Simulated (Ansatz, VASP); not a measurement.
**Sc3Ge: VASP beside Ansatz**

```
CELL_PARAMETERS angstrom
0.00000 3.45514 3.45514
3.45514 0.00000 3.45514
3.45514 3.45514 0.00000
ATOMIC_POSITIONS crystal
Sc 0.00000 0.00000 0.00000
Sc 0.25000 0.25000 0.25000
Sc 0.75000 0.75000 0.75000
Ge 0.50000 0.50000 0.50000
```

Change from the starting cell: species swapped into the Sn3Bi type (Fm-3m, No. 225).

Alike in both runs: functional PBE; k mesh 4 × 4 × 4; occupations gaussian, width 0.1 eV; no spin polarisation.

Ansatz relaxed the structure, and its values are those at the end. VASP's run is a single point on that final structure, the one shown.

|  | VASP | Ansatz |
| --- | --- | --- |
| version | VASP 6.6.1 | Ansatz 0.2.0 |
| potentials or method | VASP PAW PBE potentials, release 64 (Sc_sv, Ge_d), cutoff 520 eV | scalar-relativistic, plane waves, PAW |
| valence electrons in the cell | 47 | 47 |

|  | VASP | Ansatz | Ansatz less VASP |
| --- | --- | --- | --- |
| gap on the k mesh at the Fermi level (eV) | none | none | - |
| pressure (GPa) | -0.2 | -0.3 | -0.07 |

A gap of «none» marks a metal or a gap that the smearing closes.

The k mesh is coarse, so the values compare programs but aren't converged.
